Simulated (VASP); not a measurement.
Set up this calculation in VASP 6.6.1, as the native input.

| Item | Value |
| --- | --- |
| Task | single point |
| Functional | PBEsol |
| Dispersion | D4 |
| Potentials or basis | VASP PAW PBE potentials, release 64 (P) |
| Cutoff | 500 eV |
| k mesh | 24 × 24 × 24 |
| Occupations | gaussian, width 0.1 eV |
| Spin | no spin polarisation |
| Dipole correction | no |
| Further INCAR settings | ALGO = Normal; EDIFF = 1e-06; NBANDS = 8 |

The structure of P lies in POSCAR:

```
P
1.0
   -1.2925810299      1.2925810299      1.2925810299
    1.2925810299     -1.2925810299      1.2925810299
    1.2925810299      1.2925810299     -1.2925810299
P
1
Direct
    0.0000000000      0.0000000000      0.0000000000
```

This isn't the form of P at room conditions, which is orthorhombic.

These files were run (other wordings do the same):

INCAR

```
ALGO = Normal
EDIFF = 1E-6
ENCUT = 500
GGA = PS
GGA_COMPAT = False
ISIF = 2
ISMEAR = 0
IVDW = 13
LASPH = True
LCHARG = False
LREAL = False
LWAVE = False
NBANDS = 8
NELM = 120
PREC = Accurate
SIGMA = 0.1
```

KPOINTS

```
k-points
0
Gamma
  24 24 24
```

Potentials or basis: VASP PAW PBE potentials, release 64 (P).

Run with:

```bash
$ cat potpaw_PBE.64/P/POTCAR > POTCAR
$ mpirun -np 1 vasp_std > vasp.out
```

It gave:

The pressure is 119.9 GPa. The band gap on the k mesh is zero (an odd number of electrons rules out a gap without spin polarisation) and the dispersion energy per atom is -0.452 eV.

Caveat: the cell stands under pressure; the PAW data sets were made with another functional, which shifts forces and pressure a little.

Wall time 4.8 s on 1 thread of Intel(R) Xeon(R) 6975P-C (Granite Rapids), on a shared host, peak memory 0.12 GiB.
